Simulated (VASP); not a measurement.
# Sn (Fd-3m) in VASP: a series of runs, part 2 of 2

VASP 6.6.1.

## 4. Electric field gradients, PBE, non-collinear spin, zero start, spin-orbit coupling

INCAR reads:

```
SYSTEM = Sn
  PREC = Accurate
  ENCUT = 400
  EDIFF = 1E-8
  ISMEAR = -1
  SIGMA = 0.03
  LREAL = .False.
  LASPH = .True.
  NELM = 200
  ALGO = Normal
  ISIF = 2
  LWAVE = .False.
  LCHARG = .False.
  LNONCOLLINEAR = .True.
  MAGMOM = 0 0 0 0 0 0
  LORBIT = 11
  LSORBIT = .True.
  GGA_COMPAT = .False.
  LORBMOM = .True.
  GGA = PE
  LEFG = .True.
  NBANDS = 40
```

KPOINTS reads:

```
Automatic mesh
0
Gamma
  9 9 9
  0 0 0
```

POSCAR reads:

```
Sn
1.0
    0.0000000000      3.2456000000      3.2456000000
    3.2456000000      0.0000000000      3.2456000000
    3.2456000000      3.2456000000      0.0000000000
Sn
2
Direct
    0.5000000000      0.5000000000      0.5000000000
    0.7500000000      0.7500000000      0.7500000000
```

Potentials or basis: VASP PAW PBE potentials, release 64 (Sn_d).

The run is started by

```bash
cat potpaw_PBE.64/Sn_d/POTCAR > POTCAR
mpirun -np 1 vasp_ncl > vasp.out
```

OUTCAR:

```text
SYSTEM = Sn
   PREC = Accurate
   ENCUT = 400
   EDIFF = 1E-8
   ISMEAR = -1
   LREAL = .False.
   LASPH = .True.
   NELM = 200
   ISIF = 2
   LNONCOLLINEAR = .True.
   LORBIT = 11
   LSORBIT = .True.
   GGA = PE

 ion  position               nearest neighbor table
   1  0.500  0.500  0.500-   2 2.81   2 2.81   2 2.81   2 2.81
   2  0.750  0.750  0.750-   1 2.81   1 2.81   1 2.81   1 2.81

  LATTYP: Found a face centered cubic cell.
 ALAT       =     6.4912000000

  Lattice vectors:

 A1 = (   0.0000000000,   3.2456000000,   3.2456000000)
 A2 = (   3.2456000000,   0.0000000000,   3.2456000000)
 A3 = (   3.2456000000,   3.2456000000,   0.0000000000)

Analysis of symmetry for initial positions (statically):
=====================================================================
 Subroutine PRICEL returns:
 Original cell was already a primitive cell.

 Routine SETGRP: Setting up the symmetry group for a
 face centered cubic supercell.

 Subroutine GETGRP returns: Found 48 space group operations
 (whereof 24 operations were pure point group operations)
 out of a pool of 48 trial point group operations.

The static configuration has the point symmetry T_d .
 The point group associated with its full space group is O_h .

Analysis of symmetry for dynamics (positions and initial velocities):
=====================================================================
 Subroutine PRICEL returns:
 Original cell was already a primitive cell.

 Routine SETGRP: Setting up the symmetry group for a
 face centered cubic supercell.

 Subroutine GETGRP returns: Found 48 space group operations
 (whereof 24 operations were pure point group operations)
 out of a pool of 48 trial point group operations.

The dynamic configuration has the point symmetry T_d .
 The point group associated with its full space group is O_h .

Analysis of structural, dynamic, and magnetic symmetry:
=====================================================================
 Subroutine PRICEL returns:
 Original cell was already a primitive cell.

 Routine SETGRP: Setting up the symmetry group for a
 face centered cubic supercell.

 Subroutine GETGRP returns: Found 48 space group operations
 (whereof 24 operations were pure point group operations)
 out of a pool of 48 trial point group operations.

The overall configuration has the point symmetry T_d .
 The point group associated with its full space group is O_h .

 Subroutine INISYM returns: Found 48 space group operations
 (whereof 24 operations are pure point group operations),
 and found     1 'primitive' translations

----------------------------------------------------------------------------------------

                                     Primitive cell

  volume of cell :      68.3778

  direct lattice vectors                    reciprocal lattice vectors
     0.000000000  3.245600000  3.245600000    -0.154054720  0.154054720  0.154054720
     3.245600000  0.000000000  3.245600000     0.154054720 -0.154054720  0.154054720
     3.245600000  3.245600000  0.000000000     0.154054720  0.154054720 -0.154054720

  length of vectors
     4.589971538  4.589971538  4.589971538     0.266830603  0.266830603  0.266830603

[... 1207 lines left out ...]
---------------------------------------------------------------------
 ion       V_xx      V_yy      V_zz      V_xy      V_xz      V_yz
---------------------------------------------------------------------
   1      -0.000    -0.000     0.000     0.001     0.001     0.001
   2      -0.000    -0.000     0.000     0.001     0.001     0.001
---------------------------------------------------------------------

 Electric field gradients after diagonalization (V/A^2)
 (convention: |V_zz| > |V_xx| > |V_yy|)
----------------------------------------------------------------------
 ion       V_xx      V_yy      V_zz     asymmetry (V_yy - V_xx)/ V_zz
----------------------------------------------------------------------
   1      -0.001    -0.001     0.002       0.000
   2      -0.001    -0.001     0.002       0.000
----------------------------------------------------------------------

           NMR quadrupolar parameters

 Cq : quadrupolar parameter    Cq=e*Q*V_zz/h
 eta: asymmetry parameters     (V_yy - V_xx)/ V_zz
 Q  : nuclear electric quadrupole moment in mb (millibarn)
----------------------------------------------------------------------
 ion       Cq(MHz)       eta       Q (mb)
----------------------------------------------------------------------
   1       0.000       0.000       1.000
   2       0.000       0.000       1.000
----------------------------------------------------------------------

 orbital moment (x)

 # of ion     p       d       tot
 ----------------------------------------
  1        -0.000   0.000  -0.000
  2        -0.000   0.000  -0.000
 ----------------------------------------
           -0.000   0.000  -0.000

 orbital moment (y)

 # of ion     p       d       tot
 ----------------------------------------
  1        -0.000   0.000  -0.000
  2        -0.000   0.000  -0.000
 ----------------------------------------
           -0.000   0.000  -0.000

 orbital moment (z)

 # of ion     p       d       tot
 ----------------------------------------
  1         0.000   0.000   0.000
  2         0.000   0.000   0.000
 ----------------------------------------
            0.000   0.000   0.000

 Spin-Orbit-Coupling matrix elements

 Ion:    1  E_soc:     -0.1153291
 l=   1
     0.0000000    -0.0129976    -0.0129976
    -0.0129976     0.0000000    -0.0129976
    -0.0129976    -0.0129976     0.0000000
 l=   2
     0.0000000    -0.0012376     0.0000000    -0.0012376    -0.0049863
    -0.0012376     0.0000000    -0.0037397    -0.0012376    -0.0012466
     0.0000000    -0.0037397     0.0000000    -0.0037397     0.0000000
    -0.0012376    -0.0012376    -0.0037397     0.0000000    -0.0012466
    -0.0049863    -0.0012466     0.0000000    -0.0012466     0.0000000
 l=   3
     0.0000000     0.0000000     0.0000000     0.0000000     0.0000000     0.0000000     0.0000000
     0.0000000     0.0000000     0.0000000     0.0000000     0.0000000     0.0000000     0.0000000
     0.0000000     0.0000000     0.0000000     0.0000000     0.0000000     0.0000000     0.0000000
     0.0000000     0.0000000     0.0000000     0.0000000     0.0000000     0.0000000     0.0000000
     0.0000000     0.0000000     0.0000000     0.0000000     0.0000000     0.0000000     0.0000000
     0.0000000     0.0000000     0.0000000     0.0000000     0.0000000     0.0000000     0.0000000
     0.0000000     0.0000000     0.0000000     0.0000000     0.0000000     0.0000000     0.0000000

 Ion:    2  E_soc:     -0.1153291
 l=   1
     0.0000000    -0.0129976    -0.0129976
    -0.0129976     0.0000000    -0.0129976
    -0.0129976    -0.0129976     0.0000000
 l=   2
     0.0000000    -0.0012376     0.0000000    -0.0012376    -0.0049863
    -0.0012376     0.0000000    -0.0037397    -0.0012376    -0.0012466
     0.0000000    -0.0037397     0.0000000    -0.0037397     0.0000000
    -0.0012376    -0.0012376    -0.0037397     0.0000000    -0.0012466
    -0.0049863    -0.0012466     0.0000000    -0.0012466     0.0000000
 l=   3
     0.0000000     0.0000000     0.0000000     0.0000000     0.0000000     0.0000000     0.0000000
     0.0000000     0.0000000     0.0000000     0.0000000     0.0000000     0.0000000     0.0000000
     0.0000000     0.0000000     0.0000000     0.0000000     0.0000000     0.0000000     0.0000000
     0.0000000     0.0000000     0.0000000     0.0000000     0.0000000     0.0000000     0.0000000
     0.0000000     0.0000000     0.0000000     0.0000000     0.0000000     0.0000000     0.0000000
     0.0000000     0.0000000     0.0000000     0.0000000     0.0000000     0.0000000     0.0000000
     0.0000000     0.0000000     0.0000000     0.0000000     0.0000000     0.0000000     0.0000000

 total charge

# of ion       s       p       d       tot
------------------------------------------
    1        1.166   1.216   9.969  12.351
    2        1.166   1.216   9.969  12.351
--------------------------------------------------
tot          2.332   2.433  19.937  24.702

 magnetization (x)

# of ion       s       p       d       tot
------------------------------------------
    1       -0.000   0.000  -0.000  -0.000
    2        0.000   0.000  -0.000   0.000
--------------------------------------------------
tot         -0.000   0.000  -0.000   0.000

 magnetization (y)

# of ion       s       p       d       tot
------------------------------------------
    1        0.000   0.000  -0.000   0.000
    2        0.000   0.000  -0.000   0.000
--------------------------------------------------
tot          0.000   0.000  -0.000   0.000

 magnetization (z)

# of ion       s       p       d       tot
------------------------------------------
    1       -0.000   0.000  -0.000  -0.000
    2       -0.000   0.000  -0.000  -0.000
--------------------------------------------------
tot         -0.000   0.000  -0.000  -0.000
```

It took 5.8 min on 1 thread of Intel Xeon 8259CL, shared host; peak memory 0.32 GiB.

Results:

* Free energy: -7.7535 eV
* Pressure: 3.2 GPa
* Net moment: 0.00 μB per cell
* Largest electric field gradient by atom: under 0.05 V/Å² on every atom
* Valence electrons inside the program's atomic spheres: Sn 12.35

Moments on the atoms (μB; x, y, z):
```
Sn  0.00 0.00 0.00
Sn  0.00 0.00 0.00
```

Caveat: the cell stands under pressure.

## 5. The runs side by side

| level | spin | cutoff (eV) | smearing | gap on the mesh (eV) | pressure (GPa) |
| --- | --- | --- | --- | --- | --- |
| PBEsol | off | 400 | fermi-dirac 0.03 eV | none | 0.9 |
| r2SCAN | off | 440 | methfessel-paxton 0.001 eV | none | 1.7 |
| PBE | non-collinear, zero start, SOC | 400 | fermi-dirac 0.03 eV | - | 3.2 |

Alike in all rows: task electric field gradients; potentials or basis VASP PAW PBE potentials, release 64 (Sn_d); cell as given; k mesh 9 × 9 × 9.

The pressure there spans 0.9 GPa (PBEsol) to 3.2 GPa (PBE); a positive pressure means that this level wants a larger cell, a negative one a smaller.

Caveats: the PAW data sets were made with another functional, which shifts forces and pressure a little (at least some runs); spin-orbit coupling is left out, which moves the levels of the heavy elements (at least some runs); the cell stands under pressure (at least some runs).

Total energies depend on the potentials used, so only differences within one code and one set of settings carry meaning.
